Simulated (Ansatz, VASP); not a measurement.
## One calculation of TlCl, two programs

POSCAR

```
TlCl
1.0
    3.8340000000      0.0000000000      0.0000000000
    0.0000000000      3.8340000000      0.0000000000
    0.0000000000      0.0000000000      3.8340000000
Tl Cl
1 1
Direct
    0.0000000000      0.0000000000      0.0000000000
    0.5000000000      0.5000000000      0.5000000000
```

File INCAR.step1:

```
SYSTEM = TlCl
PREC = Accurate
ENCUT = 550
ISMEAR = -1
SIGMA = 0.1
LREAL = .False.
LASPH = .True.
NELM = 120
GGA = PE
ALGO = Normal
EDIFF = 1E-5
LWAVE = .True.
LCHARG = .False.
GGA_COMPAT = .False.
IBRION = 2
ISIF = 3
EDIFFG = -0.005
NELMIN = 4
NSW = 100
```

Contents of INCAR.step2:

```
SYSTEM = TlCl
PREC = Accurate
ENCUT = 550
EDIFF = 1E-7
ISMEAR = -1
SIGMA = 0.1
LREAL = .False.
LASPH = .True.
NELM = 120
ALGO = Normal
ISIF = 3
LWAVE = .False.
LCHARG = .False.
METAGGA = R2SCAN
LMIXTAU = .True.
IBRION = 2
NSW = 100
EDIFFG = -0.002
ISTART = 1
GGA_COMPAT = .False.
NELMIN = 4
```

File KPOINTS:

```
regular mesh
0
Gamma
  10 10 10
  0 0 0
```

Input for Ansatz:

```yaml
crystal:
  lattice:
    - [3.834, 0.0, 0.0]
    - [0.0, 3.834, 0.0]
    - [0.0, 0.0, 3.834]
  atoms:
    - { symbol: Tl, position: [0.0, 0.0, 0.0] }
    - { symbol: Cl, position: [0.5, 0.5, 0.5] }
kpoints:
  mp_grid: { grid: [10, 10, 10] }
scf:
  occupations: { method: fermi_dirac, width: 0.1 }
hamiltonian:
  xc: r2scan
  pseudopotentials: { kind: paw }
relax:
  f_tol: 0.002
  max_steps: 80
  cell: {}
output:
  forces: true
  stress: true
```

Alike in both runs: task relaxation of cell and atoms; functional r2SCAN; k mesh 10 × 10 × 10; occupations fermi-dirac, width 0.1 eV; no spin polarisation.

|  | VASP | Ansatz |
| --- | --- | --- |
| version | VASP 6.6.1 | Ansatz 0.2.0 |
| potentials or method | VASP PAW PBE potentials, release 64 (Tl_d, Cl) | PAW with Ansatz's default frozen-core files, scalar-relativistic |
| plane-wave cutoff (eV) | 550 | 500 |
| valence electrons in the cell | 20 | 20 |

|  | VASP | Ansatz | Ansatz less VASP |
| --- | --- | --- | --- |
| relaxed volume (Å³/atom) | 28.21 | 28.25 | +0.035 |
| relaxed length of the cell vector where the two differ most in proportion (Å) | 3.835 | 3.837 | +0.0016 |

VASP's potentials were made for PBE, not for r2SCAN.

Neither program's run includes spin-orbit coupling.
